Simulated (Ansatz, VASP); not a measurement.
## Two plane-wave programs on Ga4Sb3As

INCAR

```
PREC = Accurate ; ENCUT = 520
EDIFF = 1E-6 ; ISMEAR = 0
SIGMA = 0.1 ; LREAL = False
LASPH = True ; NELM = 80
ALGO = Normal ; ISIF = 2
LWAVE = False ; LCHARG = False
GGA = PE ; NBANDS = 46
```

KPOINTS

```
regular mesh
0
Gamma
  4 4 4
```

Contents of POSCAR:

```
Ga4Sb3As
1.0
    5.7322454400      0.0000000000      0.0000000000
    0.0000000000      5.7322454400      0.0000000000
    0.0000000000      0.0000000000      5.7322454400
Ga Sb As
4 3 1
Direct
    0.7500000000      0.7500000000      0.7500000000
    0.7500000000      0.2500000000      0.2500000000
    0.2500000000      0.7500000000      0.2500000000
    0.2500000000      0.2500000000      0.7500000000
    0.5000000000      0.5000000000      0.0000000000
    0.5000000000      0.0000000000      0.5000000000
    0.0000000000      0.5000000000      0.5000000000
    0.0000000000      0.0000000000      0.0000000000
```

Input for Ansatz:

```yaml
crystal:
  lattice:
    - [5.73224544, 0.0, 0.0]
    - [0.0, 5.73224544, 0.0]
    - [0.0, 0.0, 5.73224544]
  atoms:
    - { symbol: Ga, position: [0.75, 0.75, 0.75] }
    - { symbol: Ga, position: [0.75, 0.25, 0.25] }
    - { symbol: Ga, position: [0.25, 0.75, 0.25] }
    - { symbol: Ga, position: [0.25, 0.25, 0.75] }
    - { symbol: Sb, position: [0.5, 0.5, 0.0] }
    - { symbol: Sb, position: [0.5, 0.0, 0.5] }
    - { symbol: Sb, position: [0.0, 0.5, 0.5] }
    - { symbol: As, position: [0.0, 0.0, 0.0] }
basis:
  ecutwfc: 420
kpoints:
  mp_grid: { grid: [4, 4, 4] }
hamiltonian:
  xc: pbe
scf:
  occupations: { method: gaussian, width: 0.1 }
  lower_state_search: "off"
output:
  forces: true
  stress: true
  eigenvalues: true
```

Alike in both runs: task single point; functional PBE; k mesh 4 × 4 × 4; occupations gaussian, width 0.1 eV; no spin polarisation.

```csv
,VASP,Ansatz
version,VASP 6.6.1,Ansatz 0.2.0
potentials or method,"VASP PAW PBE potentials, release 64 (Ga_d, Sb, As), cutoff 520 eV","scalar-relativistic, plane waves, PAW"
valence electrons in the cell,72,112
```

|  | VASP | Ansatz | Ansatz less VASP |
| --- | --- | --- | --- |
| gap on the k mesh at the Fermi level (eV) | 0.12 | 0.13 | +0.010 |
| least direct gap on the mesh (eV) | 0.44 | 0.45 | +0.013 |
| pressure (GPa) | 14.7 | 14.5 | -0.18 |

The functional is the same, so the differences come from potentials, cutoffs and numerics. VASP's potentials hold 72 valence electrons a cell and Ansatz's 112, so a difference there can come from the potentials and not from the codes.

Neither program's run includes spin-orbit coupling.
